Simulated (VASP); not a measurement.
SnTe3, 4 atoms in the cell. The structure is cubic, space group Fm-3m (No. 225). The conventional cell has a = 7.722 Å, b = 7.722 Å, c = 7.722 Å, α = 90.00°, β = 90.00°, γ = 90.00°. Within 4.4 Å of Sn (site symmetry m-3m) lie 14 Te at 3.34 to 3.86 Å. Within 4.4 Å of Te (site symmetry -43m) lie 4 Sn at 3.34 Å and 10 Te at 3.34 to 3.86 Å. Te (site symmetry m-3m) has 8 Te at 3.34 Å and 6 Sn at 3.86 Å within 4.4 Å. 

```yaml
Program: VASP 6.6.1
Task: single point
Functional: PBE
Potentials_or_basis: VASP PAW PBE potentials, release 64 (Sn_d, Te)
Cutoff: 520 eV
k_mesh: 10 × 10 × 10
Occupations: tetrahedron
Spin: no spin polarisation
Dipole_correction: no
Further_INCAR_settings: ALGO = Normal; EDIFF = 1e-06; NBANDS = 24
```

Potentials or basis: VASP PAW PBE potentials, release 64 (Sn_d, Te).

The run is started by

```bash
$ cat potpaw_PBE.64/Sn_d/POTCAR potpaw_PBE.64/Te/POTCAR > POTCAR
$ mpirun -np 1 vasp_std > vasp.out
```

Hardware: 1 thread of Intel(R) Xeon(R) 6975P-C (Granite Rapids), on a shared host.

Q: How long does it take, and how much memory?

A: It took 77 s on 1 thread of Intel(R) Xeon(R) 6975P-C (Granite Rapids), on a shared host, peak memory 0.33 GiB. Counts: scf iterations 13, k points 47.
